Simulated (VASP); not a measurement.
WC, 2 atoms in the cell. The structure is hexagonal, space group P-6m2 (No. 187). The conventional cell has a = 2.907 Å, b = 2.907 Å, c = 2.837 Å, α = 90.00°, β = 90.00°, γ = 120.00°. Within 2.9 Å of W (site symmetry -6m2) lie 6 C at 2.20 Å and 2 W at 2.84 Å. Within 2.9 Å of C (site symmetry -6m2) lie 6 W at 2.20 Å and 2 C at 2.84 Å. 

```yaml
Program: VASP 6.6.1
Task: relaxation of cell and atoms
Functional: r2SCAN
Potentials_or_basis: VASP PAW PBE potentials, release 64 (W_sv, C)
Cutoff: 600 eV
k_mesh: 18 × 18 × 16
Occupations: fermi-dirac, width 0.1 eV
Spin: no spin polarisation
Dipole_correction: no
Further_INCAR_settings: ALGO = Normal; EDIFF = 1e-07; IBRION = 2; EDIFFG = -0.002; NSW = 100; ISIF = 3
```

Potentials or basis: VASP PAW PBE potentials, release 64 (W_sv, C).

Launch:

```sh
$ cat potpaw_PBE.64/W_sv/POTCAR potpaw_PBE.64/C/POTCAR > POTCAR
$ cp INCAR.step1 INCAR
$ mpirun -np 1 vasp_std > vasp.out
$ cp INCAR.step2 INCAR
$ mpirun -np 1 vasp_std > vasp.out
```

Hardware: 1 thread of Intel(R) Xeon(R) Platinum 8488C (Sapphire Rapids) (shared host).

Estimate the wall time of this run.

Wall time 14 min on 1 thread of Intel(R) Xeon(R) Platinum 8488C (Sapphire Rapids), on a shared host, peak memory 0.26 GiB. Counts: k points 333, ion steps 8.
